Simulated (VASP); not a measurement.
Runs of VASP 6.6.1 on BaTiO3. The structure is that of space group P4/mmm (No. 123), or close to it. The cells are those of the table. 

```csv
task,cell,cutoff (eV),gap on the mesh (eV),pressure (GPa)
single point,"a = 4.079, b = 4.079, c = 4.902 Å, 5 atoms",520,none,(a)
single point,"a = 4.006, b = 4.006, c = 4.773 Å, 5 atoms",520,none,6.9
relaxation of cell and atoms,"relaxed from a = 4.112, b = 4.112, c = 5.036 Å, 5 atoms",600,none,0.0
relaxation of cell and atoms,"relaxed to -2 GPa from a = 4.112, b = 4.112, c = 5.036 Å, 5 atoms",600,none,-2.0
single point,"a = 4.056, b = 4.056, c = 4.861 Å, 5 atoms",520,none,1.5
```

Alike in all rows: level PBEsol; potentials or basis VASP PAW PBE potentials, release 64 (Ba_sv, Ti_sv, O); no spin polarisation; k mesh 6 × 6 × 4; smearing fermi-dirac 0.05 eV.

Q: Estimate the missing entries.

A: (a) -0.7.

Caveats: the PAW data sets were made with another functional, which shifts forces and pressure a little; spin-orbit coupling is left out, which moves the levels of the heavy elements; the cell stands under pressure (at least some runs); the cell is relaxed towards a set pressure, so the run minimises the enthalpy, not the energy (at least some runs).

A k mesh can miss the band edges, and the runs leave out spin-orbit coupling on Ba.

A gap of «none» marks levels without a gap at the run's occupations.
